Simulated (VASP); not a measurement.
KTaO3: single point with PBE

KTaO3:

```
K Ta O
1.0
     4.21281    0.00000    0.00000
     0.00000    4.30659    0.00000
     0.00000    0.00000    4.02485
K Ta O
1 1 3
Direct
  0.50000 0.50000 0.50000
  0.00000 0.00000 0.00000
  0.50000 0.00000 0.00000
  0.00000 0.50000 0.00000
  0.00000 0.00000 0.50000
```

This cell differs from its parent crystal: normal strain along x +0.0467, normal strain along y +0.0700.

```json
{
  "Program": "VASP 6.6.1",
  "Task": "single point",
  "Functional": "PBE",
  "Potentials or basis": "VASP PAW PBE potentials, release 64 (K_sv, Ta_pv, O)",
  "Cutoff": "520 eV",
  "k mesh": "8 × 8 × 8",
  "Occupations": "gaussian, width 0.05 eV",
  "Spin": "no spin polarisation"
}
```

- Pressure: -15.3 GPa
- Band gap on the k mesh: 1.74 eV, indirect (least direct gap 2.33 eV)

Stress tensor (GPa, compression positive):
```
-17.76   0.00   0.00
  0.00 -21.45   0.00
  0.00   0.00  -6.60
```

Levels at points of the mesh, in eV from the valence-band top:
```tsv
k point	band 15	band 16	band 17	band 18	band 19	band 20	band 21	band 22	band 23	band 24
(0.00, 0.00, 0.00)	-1.06	-0.76	-0.68	-0.59	-0.59	1.74	1.79	1.81	4.69	5.14
(0.50, 0.00, 0.00)	-2.10	-2.07	-1.20	-0.97	-0.72	1.89	3.97	3.98	4.98	7.04
(0.00, 0.50, 0.00)	-1.87	-1.81	-1.32	-1.02	-0.84	1.89	3.76	3.76	5.34	7.02
(0.50, 0.50, 0.00)	-2.03	-1.99	-1.71	-1.71	-0.05	3.79	4.00	4.86	6.72	9.12
(0.00, 0.00, 0.50)	-2.22	-1.76	-1.15	-0.80	-0.73	1.88	4.48	4.48	4.83	6.31
(0.50, 0.00, 0.50)	-2.39	-1.78	-1.05	-1.03	-0.15	4.01	4.50	5.30	5.41	9.58
(0.00, 0.50, 0.50)	-2.08	-1.88	-1.27	-1.24	-0.12	3.80	4.50	5.27	5.73	9.26
(0.50, 0.50, 0.50)	-3.68	-3.17	-0.11	-0.06	0.00	4.94	5.33	5.47	8.26	8.44
```

Wall time 6.3 min on 1 thread of AMD EPYC 7R13, with other jobs on the host, peak memory 0.32 GiB.

Caveat: the cell differs from its parent crystal (normal strain along x +0.0467, normal strain along y +0.0700); spin-orbit coupling is left out, which moves the levels of the heavy elements. A k mesh can miss the band edges.
